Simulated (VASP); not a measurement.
The system is Zn.

```
CELL_PARAMETERS angstrom
1.70271 0.98306 3.15747
-1.70271 0.98306 3.15747
0.00000 -1.96612 3.15747
ATOMIC_POSITIONS crystal
Zn 0.22754 0.22754 0.22754
Zn 0.77246 0.77246 0.77246
```

| Property | Result |
| --- | --- |
| Program | VASP 6.6.1 |
| Task | relaxation of cell and atoms |
| Functional | PBE |
| Potentials or basis | VASP PAW PBE potentials, release 64 (Zn) |
| Cutoff | 600 eV |
| k mesh | 6 × 6 × 6 |
| Occupations | gaussian, width 0.1 eV |
| Spin | no spin polarisation |

At the start: pressure 17.4 GPa; volume 15.86 Å³/atom.

Q: Where does the relaxation end?

A: Over 36 steps the energy falls by 502.0 meV/atom and the volume is 15.31 Å³/atom (-3.5 %); space group R-3m (No. 166, to 0.05 Å).

The path:
```
step  energy change (eV)  largest force (eV/Å)  pressure (GPa)  volume (Å³)
   1              0.0000                2.3738           17.39        31.71
   2             -0.5394                0.4593           -2.87        40.28
   3             -0.5416                0.5518           -2.08        39.41
   4             -0.5833                0.4593           -1.53        38.32
   5             -0.6235                0.0414            1.97        35.18
   6             -0.6286                0.1390            0.87        36.05
   7             -0.6288                0.1133            0.94        35.92
   8             -0.6343                0.0090            0.09        36.47
   9             -0.6349                0.0355           -0.26        36.72
  10             -0.6372                0.0486           -0.27        36.64
  11             -0.6594                0.0879           -0.56        36.37
  12             -0.7265                0.1842           -0.99        35.71
  13             -0.8382                0.4874           -1.77        34.01
  14             -0.7638                1.1718            4.33        29.32
  15             16.2197                1.6969          449.86        17.09
  16             -0.7188                1.4364            5.76        29.11
  17              0.6962                1.8733           65.10        23.34
  18             -0.7140                1.5909            8.45        28.62
  19             -0.4386                1.7662           25.27        26.06
  20             -0.6801                1.6713           13.38        27.69
  21             -0.7006                1.6546           11.56        27.98
  22             -0.7359                1.5420           10.38        28.23
  23             -0.8233                1.2377            6.79        29.02
  24             -0.9258                0.7609            0.99        30.63
  25             -0.9175                0.2056           -6.31        34.01
  26             -0.9528                0.4323           -3.00        32.23
  27             -0.9531                0.4603           -2.60        32.06
  28             -0.9624                0.4250           -2.32        31.85
  29             -0.9842                0.3190           -1.09        31.22
  30             -0.9979                0.0792            1.66        29.98
  31             -0.9987                0.1270            1.19        30.20
  32             -1.0020                0.0711            0.64        30.38
  33             -1.0038                0.0074            0.06        30.59
  34             -1.0039                0.0100           -0.10        30.65
  35             -1.0039                0.0072           -0.08        30.64
  36             -1.0040                0.0057            0.19        30.61
```

Final structure:
```yaml
crystal:
  lattice:
    - [1.33892, 0.77303, 4.92942]
    - [-1.33892, 0.77303, 4.92942]
    - [0.00000, -1.54605, 4.92942]
  atoms:
    - { symbol: Zn, position: [0.24994, 0.24994, 0.24994] }
    - { symbol: Zn, position: [0.75006, 0.75006, 0.75006] }
```

Caveat: the k points lie up to 0.46 Å⁻¹ apart in the final cell.
